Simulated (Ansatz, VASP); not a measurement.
**ZrC in VASP and in Ansatz**

The input INCAR:

```
SYSTEM = ZrC
ALGO = Normal
EDIFF = 1E-8
ENCUT = 520
GGA = PS
ISIF = 2
ISMEAR = -1
LASPH = .True.
LCHARG = .False.
LEFG = .True.
LREAL = .False.
LWAVE = .False.
NBANDS = 15
NELM = 80
PREC = Accurate
SIGMA = 0.05
```

File KPOINTS:

```
k-points
0
Gamma
  15 15 15
  0 0 0
```

Contents of POSCAR:

```
ZrC
1.0
    0.0000000000      2.3502100000      2.3972142000
    2.3502100000      0.0000000000      2.3972142000
    2.3502100000      2.3502100000      0.0000000000
Zr C
1 1
Direct
    0.5000000000      0.5000000000      0.5000000000
    0.0000000000      0.0000000000      0.0000000000
```

Input for Ansatz:

```yaml
crystal:
  lattice:
    - [0.0, 2.35021, 2.3972142]
    - [2.35021, 0.0, 2.3972142]
    - [2.35021, 2.35021, 0.0]
  atoms:
    - { symbol: Zr, position: [0.5, 0.5, 0.5] }
    - { symbol: C, position: [0.0, 0.0, 0.0] }
kpoints:
  mp_grid: { grid: [15, 15, 15] }
scf:
  occupations: { method: fermi_dirac, width: 0.05 }
hamiltonian:
  xc: pbesol
  pseudopotentials: { kind: all_electron, datasets: crystal }
output:
  forces: true
  stress: true
  eigenvalues: true
  efg: { contact_densities: true }
```

Change from the starting cell: zz strain of +2 %, crystal datasets.

Alike in both runs: task electric field gradients; functional PBEsol; k mesh 15 × 15 × 15; occupations fermi-dirac, width 0.05 eV; no spin polarisation.

|  | VASP | Ansatz |
| --- | --- | --- |
| version | VASP 6.6.1 | Ansatz 0.2.0 |
| potentials or method | VASP PAW PBE potentials, release 64 (Zr_sv, C), cutoff 520 eV | all-electron PAW with datasets made for the crystal, scalar-relativistic |

|  | VASP | Ansatz | Ansatz less VASP |
| --- | --- | --- | --- |
| pressure (GPa) | -8.2 | -8.5 | -0.28 |
| traceless stress, the component that is largest in VASP (GPa) | -4.18 | -4.14 | +0.040 |
| size of Vzz on the site where it differs most (V/Å²) | 28.8 | 29.6 | +0.78 |

VASP's potentials were made for PBE, not for PBEsol. Ansatz ran all-electron here, and VASP with PAW potentials.
